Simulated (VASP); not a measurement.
Write the native input for VASP 6.6.1 that does the following.

```yaml
Task: relaxation of cell and atoms
Functional: LDA
Potentials_or_basis: VASP PAW LDA potentials, release 64 (Rb_sv, Cl)
Cutoff: 500 eV
k_mesh: 4 × 4 × 4
Occupations: gaussian, width 0.01 eV
Spin: no spin polarisation
Dipole_correction: no
Further_INCAR_settings: ALGO = Normal; EDIFF = 1e-07; IBRION = 2; EDIFFG = -0.02; NSW = 80; ISIF = 3
```

The structure of RbCl lies in POSCAR:

```
RbCl
1.0
    0.0000000000      3.2740000000      3.2740000000
    3.2740000000      0.0000000000      3.2740000000
    3.2740000000      3.2740000000      0.0000000000
Rb Cl
1 1
Direct
    0.0000000000      0.0000000000      0.0000000000
    0.5000000000      0.5000000000      0.5000000000
```

The input as run:

INCAR

```
SYSTEM = RbCl
PREC = Accurate
ENCUT = 500
EDIFF = 1E-7
ISMEAR = 0
SIGMA = 0.01
LREAL = .FALSE.
LASPH = .TRUE.
NELM = 120
ALGO = Normal
ISIF = 3
LWAVE = .FALSE.
LCHARG = .FALSE.
GGA = CA
IBRION = 2
NSW = 80
EDIFFG = -0.02
GGA_COMPAT = .FALSE.
NELMIN = 4
```

KPOINTS

```
Automatic mesh
0
G
  4 4 4
  0 0 0
```

Potentials or basis: VASP PAW LDA potentials, release 64 (Rb_sv, Cl).

Command:

```sh
$ cat potpaw_LDA.64/Rb_sv/POTCAR potpaw_LDA.64/Cl/POTCAR > POTCAR
$ mpirun -np 1 vasp_std > vasp.out
```

It gave:

The relaxed volume is 32.56 Å³/atom, the relaxed cell is a = 4.516 Å, b = 4.516 Å, c = 4.516 Å, α = 60.00°, β = 60.00°, γ = 60.00° and the space group after relaxing (to 0.05 Å) is Fm-3m (No. 225). The energy gained by relaxing is 12.2 meV/atom, the ionic steps are 3 and the pressure after relaxing is 0.0 GPa. The band gap on the k mesh is 4.84 eV, direct.

Wall time 8 s on 1 thread of Intel(R) Xeon(R) 6975P-C (Granite Rapids), on a shared host, peak memory 0.17 GiB.
